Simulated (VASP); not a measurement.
# V3NiPb: relaxation of cell and atoms with PBE

The system is V3NiPb.

```
CELL_PARAMETERS angstrom
4.21990 0.00000 0.00000
0.00000 4.21990 0.00000
0.00000 0.00000 4.21990
ATOMIC_POSITIONS crystal
V 0.00000 0.50000 0.50000
V 0.50000 0.00000 0.50000
V 0.50000 0.50000 0.00000
Ni 0.00000 0.00000 0.00000
Pb 0.50000 0.50000 0.50000
```

```
Program                : VASP 6.6.1
Task                   : relaxation of cell and atoms
Functional             : PBE
Potentials or basis    : VASP PAW PBE potentials, release 64 (V_sv, Ni, Pb_d)
Cutoff                 : 600 eV
k mesh                 : 4 × 4 × 4
Occupations            : gaussian, width 0.1 eV
Spin                   : no spin polarisation
Dipole correction      : no
Further INCAR settings : ALGO = Normal; EDIFF = 1e-06; IBRION = 2; EDIFFG = -0.04; NSW = 90; ISIF = 3
```

The relaxed volume is 23.25 Å³/atom and the relaxed cell is a = 4.880 Å, b = 4.880 Å, c = 4.880 Å, α = 90.00°, β = 90.00°, γ = 90.00°. The space group after relaxing (to 0.1 Å) is Pm-3m (No. 221), the energy gained by relaxing is 1443.6 meV/atom and the ionic steps are 5. The pressure after relaxing is 0.0 GPa. The band gap on the k mesh is zero (an odd number of electrons rules out a gap without spin polarisation).

Step by step:
```tsv
step	energy change (eV)	largest force (eV/Å)	pressure (GPa)	volume (Å³)
1	0.0000	0.0000	82.97	75.15
2	-2.5424	0.0000	-11.20	195.55
3	-7.1918	0.0000	-2.33	119.76
4	-7.2136	0.0000	-0.91	117.56
5	-7.2180	0.0000	0.00	116.23
```

Final structure:
```
V Ni Pb
1.0
     4.88022    0.00000    0.00000
     0.00000    4.88022    0.00000
     0.00000    0.00000    4.88022
V Ni Pb
3 1 1
Direct
  0.00000 0.50000 0.50000
  0.50000 0.00000 0.50000
  0.50000 0.50000 0.00000
  0.00000 0.00000 0.00000
  0.50000 0.50000 0.50000
```

Levels at points of the mesh, in eV from the Fermi level:
| k point | band 27 | band 28 | band 29 | band 30 | band 31 | band 32 | band 33 | band 34 | band 35 | band 36 |
| --- | --- | --- | --- | --- | --- | --- | --- | --- | --- | --- |
| (0.00, 0.00, 0.00) | -0.94 | -0.32 | -0.32 | -0.32 | 0.03 | 0.03 | 0.70 | 0.70 | 0.70 | 0.98 |
| (0.50, 0.00, 0.00) | -0.52 | -0.50 | -0.50 | -0.43 | -0.43 | 0.26 | 0.27 | 0.53 | 0.53 | 0.62 |
| (0.50, 0.50, 0.00) | -0.65 | -0.65 | -0.54 | -0.34 | -0.09 | -0.09 | 0.14 | 0.14 | 0.34 | 0.45 |
| (0.50, 0.50, 0.50) | -0.60 | -0.18 | -0.18 | -0.18 | 0.18 | 0.18 | 0.18 | 0.38 | 0.38 | 0.38 |

Run time: 6.7 min on 1 thread of Intel(R) Xeon(R) Platinum 8375C CPU @ 2.90GHz (Ice Lake) (shared host), peak memory 0.23 GiB.

Caveat: the k points lie up to 0.32 Å⁻¹ apart in the final cell, too coarse for converged energies and pressures of a metal; the volume moved by over 15 % at a fixed basis, so the end points are rough; spin-orbit coupling is left out, which moves the levels of the heavy elements. Spin polarisation is off, so any magnetic state and its effect on volume and gap are missing.
